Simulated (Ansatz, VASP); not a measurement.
## BN: VASP beside Ansatz

```
N B
1.0
     0.00000    1.88552    1.81300
     1.88552    0.00000    1.81300
     1.88552    1.88552    0.00000
N B
1 1
Cartesian
  0.9428 0.9428 0.9065
  0.0000 0.0000 0.0000
```

Alike in both runs: task single point; functional PBEsol; k mesh 10 × 10 × 10; occupations fermi-dirac, width 0.05 eV; no spin polarisation.

|  | VASP | Ansatz |
| --- | --- | --- |
| version | VASP 6.6.1 | Ansatz 0.2.0 |
| potentials or method | VASP PAW PBE potentials, release 64 (N, B) | Ansatz PAW |
| plane-wave cutoff (eV) | 600 | 420 |
| valence electrons in the cell | 8 | 8 |

Ansatz gave:

* gap on the k mesh at the Fermi level (eV): 3.57
* least direct gap on the mesh (eV): 7.97

Question: Estimate VASP's values.

Answer: gap on the k mesh at the Fermi level (eV): 3.56; least direct gap on the mesh (eV): 7.96.

VASP's potentials were made for PBE, not for PBEsol.

Noted on Ansatz's run: Pulay correction over one GPa; the cell as given lies far from equilibrium.
